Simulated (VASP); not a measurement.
Set up this calculation in VASP 6.6.1, as the native input.

- Task: single point
- Functional: LDA
- Potentials or basis: VASP PAW LDA potentials, release 64 (Al)
- Cutoff: 520 eV
- k mesh: 16 × 16 × 16
- Occupations: fermi-dirac, width 0.08 eV
- Spin: no spin polarisation
- Dipole correction: no
- Further INCAR settings: ALGO = Normal; EDIFF = 1e-06; NBANDS = 8

The structure of Al lies in POSCAR:

```
Al
1.0
    0.0000000000      1.9085084708      1.9085084708
    1.9085084708      0.0000000000      1.9085084708
    1.9085084708      1.9085084708      0.0000000000
Al
1
Direct
    0.0000000000      0.0000000000      0.0000000000
```

This cell differs from its parent crystal: volume scaled by 0.88.

These files were run (other wordings do the same):

INCAR

```
PREC = Accurate ; ENCUT = 520
EDIFF = 1E-6 ; ISMEAR = -1
SIGMA = 0.08 ; LREAL = False
LASPH = True ; NELM = 80
ALGO = Normal ; ISIF = 2
LWAVE = False ; LCHARG = False
GGA = CA ; NBANDS = 8
```

KPOINTS

```
Automatic mesh
0
Gamma
  16 16 16
```

Potentials or basis: VASP PAW LDA potentials, release 64 (Al).

Launch:

```console
$ cat potpaw_LDA.64/Al/POTCAR > POTCAR
$ mpirun -np 1 vasp_std > vasp.out
```

Results of the run:

- Pressure: 14.7 GPa

Wall time 4 s on 1 thread of Intel(R) Xeon(R) 6975P-C (Granite Rapids) (shared host), peak memory 0.11 GiB.
